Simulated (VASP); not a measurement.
Here is a VASP 6.6.1 calculation.

The input INCAR:

```
SYSTEM = IrS
PREC = Accurate
ENCUT = 560
EDIFF = 1E-6
ISMEAR = 0
SIGMA = 0.05
LREAL = .False.
LASPH = .True.
NELM = 120
ALGO = Normal
ISIF = 2
LWAVE = .False.
LCHARG = .False.
GGA = PS
NBANDS = 18
GGA_COMPAT = .False.
```

KPOINTS

```
regular mesh
0
Gamma
  10 10 10
  0 0 0
```

The input POSCAR:

```
IrS
1.0
    0.0000000000      2.4391161214      2.4391161214
    2.4391161214      0.0000000000      2.4391161214
    2.4391161214      2.4391161214      0.0000000000
Ir S
1 1
Direct
    0.5000000000      0.5000000000      0.5000000000
    0.0000000000      0.0000000000      0.0000000000
```

Potentials or basis: VASP PAW PBE potentials, release 64 (Ir_sv_GW, S).

Run with:

```console
$ cat potpaw_PBE.64/Ir_sv_GW/POTCAR potpaw_PBE.64/S/POTCAR > POTCAR
$ mpirun -np 1 vasp_std > vasp.out
```

(1) What does it give for the band gap on the k mesh?

(2) Predict the pressure.

Answers

(1) zero (an odd number of electrons rules out a gap without spin polarisation).

(2) -0.7 GPa.

Caveat: the PAW data sets were made with another functional, which shifts forces and pressure a little; spin-orbit coupling is left out, which moves the levels of the heavy elements.
